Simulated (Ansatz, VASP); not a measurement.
**KI in VASP and in Ansatz**

Contents of POSCAR:

```
KI
1.0
    0.0000000000      3.5327750000      3.5327750000
    3.5327750000      0.0000000000      3.5327750000
    3.5327750000      3.5327750000      0.0000000000
I K
1 1
Direct
    0.5000000000      0.5000000000      0.5000000000
    0.0000000000      0.0000000000      0.0000000000
```

The input INCAR.step1:

```
  PREC = Accurate
  ENCUT = 520
  EDIFF = 1E-5
  ISMEAR = -1
  SIGMA = 0.05
  LREAL = F
  LASPH = T
  NELM = 100
  ALGO = Normal
  ISIF = 2
  LWAVE = T
  GGA = PE
  NBANDS = 15
```

INCAR.step2

```
  PREC = Accurate
  ENCUT = 520
  EDIFF = 1E-6
  ISMEAR = -1
  SIGMA = 0.05
  LREAL = F
  LASPH = T
  NELM = 100
  ALGO = Normal
  ISIF = 2
  LWAVE = F
  LCHARG = T
  GGA = PE
  LHFCALC = T
  AEXX = 0.15
  HFSCREEN = 0.2078699
  PRECFOCK = Normal
  LELF = T
  LVHAR = T
  ISTART = 1
  NBANDS = 15
```

File KPOINTS:

```
Automatic mesh
0
Gamma
  4 4 4
```

Contents of input.yaml:

```yaml
crystal:
  lattice:
    - [0.0, 3.532775, 3.532775]
    - [3.532775, 0.0, 3.532775]
    - [3.532775, 3.532775, 0.0]
  atoms:
    - { symbol: I, position: [0.5, 0.5, 0.5] }
    - { symbol: K, position: [0.0, 0.0, 0.0] }
hamiltonian:
  xc:
    exchange: pbe
    correlation: pbe
    exx: { coeff: 0.15, omega: 0.2078699 }
  pseudopotentials: { kind: paw }
kpoints:
  mp_grid: { grid: [4, 4, 4] }
scf:
  occupations: { method: fermi_dirac, width: 0.05 }
output:
  forces: true
  stress: true
  eigenvalues: true
```

Alike in both runs: task single point; functional PBE-based screened hybrid with a share of 0.15 of exact exchange and HFSCREEN = 0.2078699; k mesh 4 × 4 × 4; occupations fermi-dirac, width 0.05 eV; no spin polarisation.

|  | VASP | Ansatz |
| --- | --- | --- |
| version | VASP 6.6.1 | Ansatz 0.2.0 |
| potentials or method | VASP PAW PBE potentials, release 64 (I, K_sv) | Ansatz PAW |
| plane-wave cutoff (eV) | 520 | 420 |
| valence electrons in the cell | 16 | 26 |

```csv
,VASP,Ansatz,Ansatz less VASP
gap on the k mesh at the Fermi level (eV),4.55,4.56,+0.009
least direct gap on the mesh (eV),4.55,4.56,+0.009
pressure (GPa),0.5,0.5,-0.02
```

VASP's potentials were made for PBE, not for PBE-based screened hybrid. With one functional, cell and mesh, what is left measures potentials, basis and numerics. VASP's potentials hold 16 valence electrons a cell and Ansatz's 26, so a difference there can come from the potentials and not from the codes.

Neither program's run includes spin-orbit coupling.
